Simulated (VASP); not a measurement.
ZrH: electric field gradients with PBEsol

ZrH:

```xyz
4
Lattice="3.2428 -0.0162 -0.0162 -0.0162 3.2428 -0.0162 -0.0247 -0.0247 4.9480" Properties=species:S:1:pos:R:3 pbc="T T T"
Zr   -0.0081    1.6214   -0.0081
Zr    1.6090   -0.0205    2.4659
H    -0.0186   -0.0186    3.7110
H    -0.0062   -0.0062    1.2370
```

This cell differs from its parent crystal: equal xy, yz and zx shear strains of -1 %.

```json
{
  "Program": "VASP 6.6.1",
  "Task": "electric field gradients",
  "Functional": "PBEsol",
  "Potentials or basis": "VASP PAW PBE potentials, release 64 (Zr_sv, H)",
  "Cutoff": "520 eV",
  "k mesh": "9 × 9 × 6",
  "Occupations": "fermi-dirac, width 0.02 eV",
  "Spin": "no spin polarisation",
  "Dipole correction": "no",
  "Further INCAR settings": "ALGO = Normal; EDIFF = 1e-08; NBANDS = 21"
}
```

The pressure is -2.5 GPa and the largest force is 0.079 eV/Å. The band gap on the k mesh is zero (bands 13 and 14 overlap by 1.02 eV) and the largest electric field gradient by atom is Zr +78.6; H +0.9 V/Å².

Forces in eV/Å, atoms in the order of the input:
```
Zr   0.000  0.000  0.000
Zr   0.000  0.000  0.000
H    0.056 -0.056  0.000
H   -0.056  0.056  0.000
```

Stress tensor (GPa, compression positive):
```
-3.04  0.07  0.84
 0.07 -3.04  0.84
 0.84  0.84 -1.46
```

Levels at points of the mesh, in eV from the Fermi level:
```tsv
k point	band 11	band 12	band 13	band 14	band 15	band 16
(0.00, 0.00, 0.00)	-3.01	-2.88	0.04	0.64	0.73	2.31
(0.00, 0.00, 0.50)	-1.72	-1.72	0.04	0.04	1.78	1.78
```

Electric field gradients, principal values (V/Å²):
| atom | least | middle | greatest (by size) |
| --- | --- | --- | --- |
| 1 Zr | -32.552 | -46.078 | 78.631 |
| 2 Zr | -32.552 | -46.078 | 78.631 |
| 3 H | -0.295 | -0.600 | 0.895 |
| 4 H | -0.295 | -0.600 | 0.895 |

Run time: 100 s on 1 thread of Intel(R) Xeon(R) Platinum 8488C (Sapphire Rapids), with other jobs on the host, peak memory 0.25 GiB.

Caveat: the cell differs from its parent crystal (equal xy, yz and zx shear strains of -1 %); without QUAD_EFG the Cq values of the log hold for a quadrupole moment of 1 mb, not for the nuclei; the PAW data sets were made with another functional, which shifts forces and pressure a little.
